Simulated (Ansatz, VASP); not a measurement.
## Two plane-wave programs on KSi3

Contents of INCAR:

```
SYSTEM = KSi3
ALGO = Normal
EDIFF = 1E-7
ENCUT = 520
GGA = PE
ISIF = 2
ISMEAR = 0
LASPH = .TRUE.
LCHARG = .TRUE.
LELF = .TRUE.
LREAL = .FALSE.
LVHAR = .TRUE.
LWAVE = .FALSE.
NBANDS = 18
NELM = 60
PREC = Accurate
SIGMA = 0.1
```

Contents of KPOINTS:

```
k-points
0
G
  4 4 4
  0 0 0
```

Contents of POSCAR:

```
KSi3
1.0
    0.0000000000      3.4557440300      3.4557440300
    3.4557440300      0.0000000000      3.4557440300
    3.4557440300      3.4557440300      0.0000000000
K Si
1 3
Direct
    0.0000000000      0.0000000000      0.0000000000
    0.2500000000      0.2500000000      0.2500000000
    0.7500000000      0.7500000000      0.7500000000
    0.5000000000      0.5000000000      0.5000000000
```

Input for Ansatz:

```yaml
crystal:
  lattice:
    - [0.0, 3.45574403, 3.45574403]
    - [3.45574403, 0.0, 3.45574403]
    - [3.45574403, 3.45574403, 0.0]
  atoms:
    - { symbol: K, position: [0.0, 0.0, 0.0] }
    - { symbol: Si, position: [0.25, 0.25, 0.25] }
    - { symbol: Si, position: [0.75, 0.75, 0.75] }
    - { symbol: Si, position: [0.5, 0.5, 0.5] }
basis:
  ecutwfc: 420
kpoints:
  mp_grid: { grid: [4, 4, 4] }
hamiltonian:
  xc: pbe
scf:
  occupations: { method: gaussian, width: 0.1 }
  lower_state_search: "off"
output:
  forces: true
  stress: true
  eigenvalues: true
```

Change from the starting cell: species swapped into the GaHg3 type (Fm-3m, No. 225).

Alike in both runs: task single point; functional PBE; k mesh 4 × 4 × 4; occupations gaussian, width 0.1 eV; no spin polarisation.

|  | VASP | Ansatz |
| --- | --- | --- |
| version | VASP 6.6.1 | Ansatz 0.2.0 |
| potentials or method | VASP PAW PBE potentials, release 64 (K_sv, Si), cutoff 520 eV | scalar-relativistic, plane waves, PAW |
| valence electrons in the cell | 21 | 21 |

```csv
,VASP,Ansatz,Ansatz less VASP
gap on the k mesh at the Fermi level (eV),none,none,-
pressure (GPa),-0.6,-0.7,-0.16
```

A gap of «none» marks a metal or a gap that the smearing closes.

The k mesh is coarse, so the values compare programs but aren't converged.
